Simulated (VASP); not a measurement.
Runs of VASP 6.6.1 on HfB. The structure is that of space group Fm-3m (No. 225), or close to it. The cells are those of the table. 

```csv
task,level,potentials or basis,spin,U,cell,k mesh,smearing,k mesh for the DOS,occupations for the DOS,gap on the mesh (eV),pressure (GPa),moment (μB)
single point,LDA,"VASP PAW LDA potentials, release 64 (Hf_pv, B)",off,-,"a = 3.310 Å, angles 60.0°, 2 atoms",10 × 10 × 10,fermi-dirac 0.05 eV,-,-,none,(a),-
single point,r2SCAN+U,"VASP PAW PBE potentials, release 64 (Hf_pv, B)",off,Hf d U = 1.0 eV,"a = 3.423 Å, angles 60.0°, 2 atoms",10 × 10 × 10,fermi-dirac 0.05 eV,-,-,none,(b),-
single point,PBEsol,"VASP PAW PBE potentials, release 64 (Hf_pv, B)","non-collinear, zero start, SOC",-,"a = 3.267 Å, angles 60.0°, 2 atoms",10 × 10 × 10,fermi-dirac 0.05 eV,-,-,-,23.8,0.00
single point,PBEsol,"VASP PAW PBE potentials, release 64 (Hf_pv, B)",off,-,"a = 3.240 Å, angles 60.0°, 2 atoms",10 × 10 × 10,fermi-dirac 0.05 eV,-,-,none,31.3,-
single point,PBE,"VASP PAW PBE potentials, release 64 (Hf_pv, B)",off,-,"a = 3.267 Å, angles 60.0°, 2 atoms",10 × 10 × 10,gaussian 0.025 eV,-,-,none,30.2,-
single point,PBE,"VASP PAW PBE potentials, release 64 (Hf_pv, B)",off,-,"a = 3.267 Å, angles 60.0°, 2 atoms",10 × 10 × 10,gaussian 0.015 eV,-,-,none,30.2,-
single point,PBE+D3(BJ),"VASP PAW PBE potentials, release 64 (Hf_pv, B)",off,-,"a = 3.267 Å, angles 60.0°, 2 atoms",10 × 10 × 10,methfessel-paxton 0.1 eV,-,-,none,24.9,-
single point,PBEsol,"VASP PAW PBE potentials, release 64 (Hf_pv, B)","non-collinear, zero start, SOC",-,"a = 3.267 Å, angles 60.0°, 2 atoms",8 × 8 × 8,fermi-dirac 0.05 eV,-,-,-,24.1,0.00
single point,PBE,"VASP PAW PBE potentials, release 64 (Hf_pv, B)",off,-,"a = 3.200 Å, angles 60.0°, 2 atoms",10 × 10 × 10,fermi-dirac 0.05 eV,-,-,none,(c),-
single point,PBE,"VASP PAW PBE potentials, release 64 (Hf_pv, B)",off,-,"a = 3.267 Å, angles 60.0°, 2 atoms",10 × 10 × 10,gaussian 0.016 eV,-,-,none,30.2,-
single point,r2SCAN,"VASP PAW PBE potentials, release 64 (Hf_pv, B)",off,-,"a = 3.245 Å, angles 60.0°, 2 atoms",10 × 10 × 10,fermi-dirac 0.05 eV,-,-,none,35.5,-
```

Alike in all rows: cutoff (eV) 520.

Question: Estimate the missing entries.

Answer: (a) 10.0; (b) 1.1; (c) 49.9.

Caveats: spin-orbit coupling is left out, which moves the levels of the heavy elements (some runs); the PAW data sets were made with another functional, which shifts forces and pressure a little (some runs); U without spin polarisation on a metal has little footing (some runs); the U is typed as a test and isn't derived for this compound (some runs); pairwise dispersion overbinds metals, which lowers pressure and volume (some runs).

A k mesh can miss the band edges, and rows without SOC leave out spin-orbit coupling on Hf.

A gap of «none» marks levels without a gap at the run's occupations.
